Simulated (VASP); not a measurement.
GaN, 8 atoms in the cell. The structure is tetragonal, space group P4_2/mnm (No. 136). The conventional cell has a = 5.535 Å, b = 5.535 Å, c = 3.214 Å, α = 90.00°, β = 90.00°, γ = 90.00°. Within 2.6 Å of Ga (site symmetry m2m) lie 4 N at 1.94 to 2.00 Å. N (site symmetry m2m) has 4 Ga at 1.94 to 2.00 Å within 2.6 Å. The cell was built from a structure type or drawn by symmetry, and may not be a known phase.

| Property | Result |
| --- | --- |
| Program | VASP 6.6.1 |
| Task | single point |
| Functional | PBE |
| Potentials or basis | VASP PAW PBE potentials, release 64 (Ga_d, N) |
| Cutoff | 520 eV |
| k mesh | 6 × 6 × 8 |
| Occupations | gaussian, width 0.02 eV |
| Spin | no spin polarisation |
| Dipole correction | no |
| Further INCAR settings | ALGO = Normal; EDIFF = 1e-06; NBANDS = 46 |

Potentials or basis: VASP PAW PBE potentials, release 64 (Ga_d, N).

The run is started by

```bash
$ cat potpaw_PBE.64/Ga_d/POTCAR potpaw_PBE.64/N/POTCAR > POTCAR
$ mpirun -np 1 vasp_std > vasp.out
```

Hardware: 1 thread of Intel(R) Xeon(R) Platinum 8375C CPU @ 2.90GHz (Ice Lake) (shared host).

**Question.** How long does it take, and how much memory?

**Answer.** It took 3 min on 1 thread of Intel(R) Xeon(R) Platinum 8375C CPU @ 2.90GHz (Ice Lake), with other jobs on the host, peak memory 0.3 GiB. Counts: scf iterations 15, k points 50.
